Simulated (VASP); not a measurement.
# InP (I-4m2) in VASP: single point with r2SCAN

Aim: the single point of InP with r2SCAN.

Everything below comes from runs of VASP 6.6.1. Logs are shortened: lines on timing, memory, paths and dates and some standing lists are left out, and cuts for length are marked.

### 1 The cell of the first run

It takes space group I-4m2 (No. 119, tetragonal). The conventional cell has a = 3.989 Å, b = 3.989 Å, c = 5.861 Å, α = 90.00°, β = 90.00°, γ = 90.00°. In (site symmetry -4m2) has 4 P at 2.47 Å within 3.3 Å. P (site symmetry -4m2) has 4 In at 2.47 Å within 3.3 Å.

### 2 Single point, r2SCAN (strain -0.0375 x Voigt [1, 1, 0, 0, 0, 0])

POSCAR

```
InP
1.0
    0.0000000000      2.8206062500      2.9305000000
    2.8206062500      0.0000000000      2.9305000000
    2.8206062500      2.8206062500      0.0000000000
In P
1 1
Direct
    0.0000000000      0.0000000000      0.0000000000
    0.7500000000      0.7500000000      0.7500000000
```

INCAR.step1

```
SYSTEM = InP
PREC = Accurate
ENCUT = 520
ISMEAR = 0
SIGMA = 0.05
LREAL = .False.
LASPH = .True.
NELM = 80
NBANDS = 16
GGA = PE
ALGO = Normal
EDIFF = 1E-4
LWAVE = .True.
LCHARG = .False.
```

INCAR.step2

```
SYSTEM = InP
PREC = Accurate
ENCUT = 520
EDIFF = 1E-7
ISMEAR = 0
SIGMA = 0.05
LREAL = .False.
LASPH = .True.
NELM = 80
ALGO = Normal
ISIF = 2
LWAVE = .False.
LCHARG = .True.
METAGGA = R2SCAN
LMIXTAU = .True.
LELF = .True.
LVHAR = .True.
NBANDS = 16
ISTART = 1
```

KPOINTS

```
Automatic mesh
0
Gamma
  8 8 8
  0 0 0
```

Potentials or basis: VASP PAW PBE potentials, release 64 (In_d, P).

Command:

```
> cat potpaw_PBE.64/In_d/POTCAR potpaw_PBE.64/P/POTCAR > POTCAR
> cp INCAR.step1 INCAR
> mpirun -np 1 vasp_std > vasp.out
> cp INCAR.step2 INCAR
> mpirun -np 1 vasp_std > vasp.out
```

OUTCAR:

```text
SYSTEM = InP
   PREC = Accurate
   ENCUT = 520
   EDIFF = 1E-7
   ISMEAR = 0
   LREAL = .False.
   LASPH = .True.
   NELM = 80
   ISIF = 2
   METAGGA = R2SCAN
   ISTART = 1

 ion  position               nearest neighbor table
   1  0.000  0.000  0.000-   2 2.47   2 2.47   2 2.47   2 2.47
   2  0.750  0.750  0.750-   1 2.47   1 2.47   1 2.47   1 2.47

  LATTYP: Found a body centered tetragonal cell.
 ALAT       =     3.9889396129
 C/A-ratio  =     1.4693127921

  Lattice vectors:

 A1 = (  -2.8206062500,   0.0000000000,   2.9305000000)
 A2 = (   2.8206062500,   0.0000000000,   2.9305000000)
 A3 = (   0.0000000000,   2.8206062500,  -2.9305000000)

Analysis of symmetry for initial positions (statically):
=====================================================================
 Subroutine PRICEL returns:
 Original cell was already a primitive cell.

 Routine SETGRP: Setting up the symmetry group for a
 body centered tetragonal supercell.

 Subroutine GETGRP returns: Found  8 space group operations
 (whereof  8 operations were pure point group operations)
 out of a pool of 16 trial point group operations.

The static configuration has the point symmetry D_2d.

Analysis of symmetry for dynamics (positions and initial velocities):
=====================================================================
 Subroutine PRICEL returns:
 Original cell was already a primitive cell.

 Routine SETGRP: Setting up the symmetry group for a
 body centered tetragonal supercell.

 Subroutine GETGRP returns: Found  8 space group operations
 (whereof  8 operations were pure point group operations)
 out of a pool of 16 trial point group operations.

The dynamic configuration has the point symmetry D_2d.

 Subroutine INISYM returns: Found  8 space group operations
 (whereof  8 operations are pure point group operations),
 and found     1 'primitive' translations

----------------------------------------------------------------------------------------

                                     Primitive cell

  volume of cell :      46.6291

  direct lattice vectors                    reciprocal lattice vectors
     0.000000000  2.820606250  2.930500000    -0.177266855  0.177266855  0.170619348
     2.820606250  0.000000000  2.930500000     0.177266855 -0.177266855  0.170619348
     2.820606250  2.820606250  0.000000000     0.177266855  0.177266855 -0.170619348

  length of vectors
     4.067388581  4.067388581  3.988939613     0.303245838  0.303245838  0.303245838

  position of ions in fractional coordinates (direct lattice)
     0.000000000  0.000000000  0.000000000
     0.750000000  0.750000000  0.750000000

  ion indices of the primitive-cell ions
   primitive index   ion index
                 1           1
                 2           2

----------------------------------------------------------------------------------------

 KPOINTS: Automatic mesh

Automatic generation of k-mesh.
 Grid dimensions read from file:
 generate k-points for:    8    8    8

 Generating k-lattice:

  Cartesian coordinates                     Fractional coordinates (reciprocal lattice)
    -0.022158357  0.022158357  0.021327419     0.125000000  0.000000000  0.000000000
     0.022158357 -0.022158357  0.021327419     0.000000000  0.125000000  0.000000000
     0.022158357  0.022158357 -0.021327419    -0.000000000 -0.000000000  0.125000000

  Length of vectors
     0.037905730  0.037905730  0.037905730

  Shift w.r.t. Gamma in fractional coordinates (k-lattice)
     0.000000000  0.000000000  0.000000000

 Subroutine IBZKPT returns following result:
 ===========================================

 Found     59 irreducible k-points:

 Following reciprocal coordinates:
            Coordinates               Weight
  0.000000  0.000000  0.000000      1.000000
  0.125000 -0.000000  0.000000      8.000000
  0.250000 -0.000000  0.000000      8.000000
  0.375000 -0.000000  0.000000      8.000000
  0.500000 -0.000000  0.000000      4.000000
  0.125000  0.125000  0.000000      2.000000
[... 16 lines left out ...]
  0.250000 -0.000000  0.125000     16.000000
  0.375000  0.000000  0.125000     16.000000
 [... further k-points ...]
   k-points           NKPTS =     59   k-points in BZ     NKDIM =     59   number of bands    NBANDS=     16
   number of dos      NEDOS =    301   number of ions     NIONS =      2
   total plane-waves  NPLWV =  27000
   dimension x,y,z NGX =    30 NGY =   30 NGZ =   30
   dimension x,y,z NGXF=    60 NGYF=   60 NGZF=   60
   ions per type =               1   1
   NGX,Y,Z   is equivalent  to a cutoff of  12.26, 12.26, 12.50 a.u.
   NGXF,Y,Z  is equivalent  to a cutoff of  24.52, 24.52, 25.01 a.u.
 SYSTEM =  InP
   PREC   = accura    normal or accurate (medium, high low for compatibility)
   ISTART =      1    job   : 0-new  1-cont  2-samecut
   ICHARG =      0    charge: 1-file 2-atom 10-const
   ISPIN  =      1    spin polarized calculation?
   LNONCOLLINEAR =      F non collinear calculations
   LSORBIT =      F    spin-orbit coupling
   LASPH  =      T    aspherical Exc in radial PAW
   ENCUT  =  520.0 eV  38.22 Ry    6.18 a.u.   7.56  7.56  7.42*2*pi/ulx,y,z
   NELM   =     80;   NELMIN=  2; NELMDL=  0     # of ELM steps
   EDIFF  = 0.1E-06   stopping-criterion for ELM
   LREAL  =      F    real-space projection
   EDIFFG = 0.1E-05   stopping-criterion for IOM
   NSW    =      0    number of steps for IOM
   IBRION =     -1    ionic relax: 0-MD 1-quasi-New 2-CG
   NFREE  =      0    steps in history (QN), initial steepest desc. (CG)
   ISIF   =      2    stress and relaxation
   ISYM   =      2    0-nonsym 1-usesym 2-fastsym
   POTIM  = 0.5000    time-step for ionic-motion
   TEBEG  =    0.0;   TEEND  =   0.0 temperature during run
   PSTRESS=    0.0 pullay stress
   NELECT =      18.0000    total number of electrons
   NUPDOWN=      -1.0000    fix difference up-down
   EMIN   =  10.00;   EMAX   =-10.00  energy-range for DOS
   EFERMI =   0.00;   METHOD = LEGACY
   ISMEAR =     0;   SIGMA  =   0.05  broadening in eV -4-tet -1-fermi 0-gaus
   EFERMI_NEDOS =   21; number of points for ismear=-14 and -15
   IALGO  =     38    algorithm
   IMIX   =      4    mixing-type and parameters
     AMIX     =   0.40;   BMIX     =  1.00
     AMIX_MAG =   1.60;   BMIX_MAG =  1.00
  volume/ion in A,a.u.               =      23.31       157.33
  Fermi-wavevector in a.u.,A,eV,Ry     =   1.192011  2.252573 19.332372  1.420889
  Thomas-Fermi vector in A             =   2.328059
   LORBIT       =      0    0 simple, 1 ext, 2 COOP (PROOUT), +10 PAW based schemes
   METAGGA = R2SCAN    functional components
   LHFCALC =     F    Hartree Fock is set to
   AEXX    =    0.0000 exact exchange contribution
   IVDW    =     0    specifies the selected vdW correction
   LEPSILON=     F    determine dielectric tensor
   LRPA    =     F    only Hartree local field effects (RPA)
 non-spin polarized calculation
 Gauss-broadening in eV      SIGMA  =   0.05
  energy-cutoff  :      520.00
  volume of cell :       46.63
 maximum number of plane-waves:      1275
   NGX = 15   NGY = 15   NGZ = 15

 number of electron      17.9999994 magnetization

 Free energy of the ion-electron system (eV)
  ---------------------------------------------------
  ext. energy  EPLUGINS =         0.00000000
  ---------------------------------------------------
  free energy    TOTEN  =       -32.17431288 eV

  energy without entropy =      -32.17431288  energy(sigma->0) =      -32.17431288

 E-fermi :   6.2411     XC(G=0): -10.2482

 val. band max:        5.9649138444   @ k =   0.0000   0.0000   0.0000
 cond. band min:       7.4996602658   @ k =   0.0000   0.0000   0.0000
 fundamental gap:      1.5347464213
 Fermi energy:         6.2411120444

 k-point     1 :       0.0000    0.0000    0.0000
  band No.  band energies     occupation
      1      -8.9510      2.00000
      2      -8.9323      2.00000
      3      -8.9323      2.00000
      4      -8.7146      2.00000
      5      -8.7140      2.00000
      6      -6.6738      2.00000
[... 8 lines left out ...]
     15      15.6629      0.00000
     16      16.2548      0.00000

 k-point     2 :       0.1250   -0.0000    0.0000
  band No.  band energies     occupation
      1      -8.9712      2.00000
      2      -8.9327      2.00000
      3      -8.9221      2.00000
      4      -8.7153      2.00000
      5      -8.7128      2.00000
      6      -6.4593      2.00000
[... 8 lines left out ...]
     15      15.4738      0.00000
     16      16.2446      0.00000

 k-point     3 :       0.2500   -0.0000    0.0000
  band No.  band energies     occupation
      1      -9.0376      2.00000
      2      -8.9114      2.00000
      3      -8.8999      2.00000
      4      -8.7146      2.00000
      5      -8.7066      2.00000
      6      -5.8638      2.00000
[... 8 lines left out ...]
     15      15.0995      0.00000
     16      15.8212      0.00000

 k-point     4 :       0.3750   -0.0000    0.0000
  band No.  band energies     occupation
      1      -9.0972      2.00000
      2      -8.8942      2.00000
      3      -8.8823      2.00000
      4      -8.7088      2.00000
      5      -8.6945      2.00000
      6      -5.0590      2.00000
[... 8 lines left out ...]
     15      16.0285      0.00000
     16      16.2420      0.00000

 k-point     5 :       0.5000   -0.0000    0.0000
  band No.  band energies     occupation
      1      -9.1203      2.00000
      2      -8.8888      2.00000
      3      -8.8766      2.00000
      4      -8.7047      2.00000
      5      -8.6876      2.00000
      6      -4.5846      2.00000
[... 8 lines left out ...]
     15      17.1825      0.00000
     16      17.4345      0.00000

 k-point     6 :       0.1250    0.1250    0.0000
  band No.  band energies     occupation
      1      -8.9993      2.00000
      2      -8.9126      2.00000
      3      -8.9126      2.00000
      4      -8.7203      2.00000
      5      -8.7084      2.00000
      6      -6.4030      2.00000
[... 8 lines left out ...]
     15      16.3809      0.00000
     16      16.6409      0.00000

 k-point     7 :       0.2500    0.1250    0.0000
  band No.  band energies     occupation
      1      -9.0478      2.00000
      2      -8.8975      2.00000
      3      -8.8895      2.00000
      4      -8.7241      2.00000
      5      -8.7033      2.00000
      6      -5.9473      2.00000
[... 8 lines left out ...]
     15      16.1183      0.00000
     16      17.2552      0.00000

 k-point     8 :       0.3750    0.1250    0.0000
  band No.  band energies     occupation
      1      -9.0967      2.00000
      2      -8.8868      2.00000
      3      -8.8698      2.00000
      4      -8.7168      2.00000
      5      -8.6994      2.00000
      6      -5.2019      2.00000
[... 8 lines left out ...]
     15      16.6305      0.00000
     16      16.6809      0.00000

 k-point     9 :       0.5000    0.1250    0.0000
  band No.  band energies     occupation
      1      -9.1243      2.00000
      2      -8.8821      2.00000
      3      -8.8629      2.00000
      4      -8.7020      2.00000
      5      -8.7016      2.00000
      6      -4.5274      2.00000
[... 8 lines left out ...]
     15      17.2490      0.00000
     16      17.4013      0.00000
[... 172 lines left out ...]
 k-point    19 :       0.5000    0.3750    0.0000
  band No.  band energies     occupation
      1      -9.1830      2.00000
      2      -8.8125      2.00000
      3      -8.8021      2.00000
      4      -8.7635      2.00000
      5      -8.6791      2.00000
      6      -4.0819      2.00000
[... 8 lines left out ...]
     15      17.6253      0.00000
     16      18.9431      0.00000

 k-point    20 :      -0.3750    0.3750    0.0000
  band No.  band energies     occupation
      1      -9.1666      2.00000
      2      -8.8369      2.00000
      3      -8.8108      2.00000
      4      -8.7430      2.00000
      5      -8.6932      2.00000
      6      -3.8755      2.00000
[... 8 lines left out ...]
     15      16.6009      0.00000
     16      19.7938      0.00000

 k-point    21 :       0.5000    0.5000    0.0000
  band No.  band energies     occupation
      1      -9.1998      2.00000
      2      -8.7916      2.00000
      3      -8.7916      2.00000
      4      -8.7774      2.00000
      5      -8.6721      2.00000
      6      -3.9315      2.00000
[... 8 lines left out ...]
     15      17.3852      0.00000
     16      18.6282      0.00000

 k-point    22 :       0.1250    0.0000    0.1250
  band No.  band energies     occupation
      1      -8.9851      2.00000
      2      -8.9287      2.00000
      3      -8.9132      2.00000
      4      -8.7241      2.00000
      5      -8.7062      2.00000
      6      -6.3826      2.00000
[... 8 lines left out ...]
     15      15.8341      0.00000
     16      16.8301      0.00000

 k-point    23 :       0.2500   -0.0000    0.1250
  band No.  band energies     occupation
      1      -9.0416      2.00000
      2      -8.9044      2.00000
      3      -8.8925      2.00000
      4      -8.7315      2.00000
      5      -8.6981      2.00000
      6      -5.9108      2.00000
[... 8 lines left out ...]
     15      15.8048      0.00000
     16      17.2085      0.00000

 k-point    24 :       0.3750    0.0000    0.1250
  band No.  band energies     occupation
      1      -9.0964      2.00000
      2      -8.8852      2.00000
      3      -8.8744      2.00000
      4      -8.7288      2.00000
      5      -8.6892      2.00000
      6      -5.1593      2.00000
[... 8 lines left out ...]
     15      16.5352      0.00000
     16      16.9457      0.00000

 [... further k-points ...]

------------------------ aborting loop because EDIFF is reached ----------------------------------------

  FORCE on cell =-STRESS in cart. coord.  units (eV):
  Direction    XX          YY          ZZ          XY          YZ          ZX
  --------------------------------------------------------------------------------------
  -------------------------------------------------------------------------------------
  Total        2.5899960      2.5899960      2.0962918      0.0000000     -0.0000000     -0.0000000
  in kB       88.9924215     88.9924215     72.0287159      0.0000000     -0.0000000     -0.0000000
  external PRESSURE =      83.3378530 kB  Pullay stress =       0.0000000 kB

 VOLUME and BASIS-vectors are now :
 -----------------------------------------------------------------------------
  energy-cutoff  :      520.00
  volume of cell :       46.63
      direct lattice vectors                 reciprocal lattice vectors
     0.000000000  2.820606250  2.930500000    -0.177266855  0.177266855  0.170619348
     2.820606250  0.000000000  2.930500000     0.177266855 -0.177266855  0.170619348
     2.820606250  2.820606250  0.000000000     0.177266855  0.177266855 -0.170619348

 POSITION                                       TOTAL-FORCE (eV/Angst)
 -----------------------------------------------------------------------------------
      0.00000      0.00000      0.00000         0.000000      0.000000      0.000000
      4.23091      4.23091      4.39575         0.000000      0.000000      0.000000
 -----------------------------------------------------------------------------------
    total drift:                                0.000007      0.000007     -0.000006

  FREE ENERGIE OF THE ION-ELECTRON SYSTEM (eV)
  ---------------------------------------------------
  free  energy   TOTEN  =       -32.1743128799 eV

  energy  without entropy=      -32.1743128799  energy(sigma->0) =      -32.17431288
```

It took 2.8 min on 1 thread of Intel Xeon Platinum 8259CL at 2.50GHz (Skylake/Cascade Lake), shared host; peak memory 0.2 GiB.

Results:

| Quantity | Value |
| --- | --- |
| Free energy | -32.1743 eV |
| Pressure | 8.3 GPa |
| Band gap on the k mesh | 1.53 eV |

Caveat: the cell differs from its parent crystal (strain -0.0375 x Voigt [1, 1, 0, 0, 0, 0]); the cell stands under pressure; the PAW data sets were made with another functional, which shifts forces and pressure a little; spin-orbit coupling is left out, which moves the levels of the heavy elements. A k mesh can miss the band edges.
